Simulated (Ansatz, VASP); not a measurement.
Sc in VASP and in Ansatz

```
Sc
1.0
     0.00000    2.32652    2.32652
     2.32652    0.00000    2.32652
     2.32652    2.32652    0.00000
Sc
1
Cartesian
  0.0000 0.0000 0.0000
```

Alike in both runs: functional r2SCAN; k mesh 12 × 12 × 12; occupations fermi-dirac, width 0.1 eV; no spin polarisation.

Ansatz relaxed the structure, and its values are those at the end. VASP's run is a single point on that final structure, the one shown.

|  | VASP | Ansatz |
| --- | --- | --- |
| version | VASP 6.6.1 | Ansatz 0.2.0 |
| potentials or method | VASP PAW PBE potentials, release 64 (Sc_sv), cutoff 520 eV | plane waves (500 eV) with PAW, scalar-relativistic |
| valence electrons in the cell | 11 | 11 |

|  | VASP | Ansatz | Ansatz less VASP |
| --- | --- | --- | --- |
| pressure (GPa) | 0.1 | 0.0 | -0.18 |

VASP's potentials were made for PBE, not for r2SCAN.
